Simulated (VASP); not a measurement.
Set up this calculation in VASP 6.6.1, as the native input.

```
Task                   : single point
Functional             : PBE
Potentials or basis    : VASP PAW PBE potentials, release 64 (K_sv, Ta_pv, O)
Cutoff                 : 520 eV
k mesh                 : 6 × 6 × 6
Occupations            : gaussian, width 0.01 eV
Spin                   : no spin polarisation
Dipole correction      : no
Further INCAR settings : ALGO = Normal; EDIFF = 1e-07; NBANDS = 27
```

The structure of KTaO3 lies in POSCAR:

```
KTaO3
1.0
    3.9901311009      0.0000000000      0.0000000000
    0.0000000000      3.9901311009      0.0000000000
    0.0000000000      0.0000000000      3.9901311009
K Ta O
1 1 3
Direct
    0.0000000000      0.0000000000      0.0000000000
    0.5000000000      0.5000000000      0.5000000000
    0.5000000000      0.5000000000      0.0000000000
    0.5000000000      0.0000000000      0.5000000000
    0.0000000000      0.5000000000      0.5000000000
```

These files were run (other wordings do the same):

INCAR

```
SYSTEM = KTaO3
PREC     = Accurate       ! precision mode
ENCUT    = 520            ! plane-wave cutoff, eV
EDIFF    = 1E-7           ! SCF threshold, eV
ISMEAR   = 0              ! smearing method
SIGMA    = 0.01           ! smearing width, eV
LREAL    = .FALSE.        ! projectors in reciprocal space
LASPH    = .TRUE.         ! aspherical terms in the spheres
NELM     = 80             ! most SCF steps
ALGO     = Normal         ! electronic algorithm
ISIF     = 2              ! what is computed and relaxed
LWAVE    = .FALSE.        ! write WAVECAR
LCHARG   = .FALSE.        ! write CHGCAR
GGA      = PE             ! functional
NBANDS   = 27             ! bands
```

KPOINTS

```
regular mesh
0
G
  6 6 6
  0 0 0
```

Potentials or basis: VASP PAW PBE potentials, release 64 (K_sv, Ta_pv, O).

The run is started by

```sh
$ cat potpaw_PBE.64/K_sv/POTCAR potpaw_PBE.64/Ta_pv/POTCAR potpaw_PBE.64/O/POTCAR > POTCAR
$ mpirun -np 1 vasp_std > vasp.out
```

It gave:

```
Pressure               : 5.8 GPa
Band gap on the k mesh : 2.17 eV, indirect (least direct gap 2.79 eV)
```

Caveat: spin-orbit coupling is left out, which moves the levels of the heavy elements.

It took 28 s on 1 thread of AMD EPYC 7R13 Processor (Zen 3), on a shared host, peak memory 0.15 GiB.
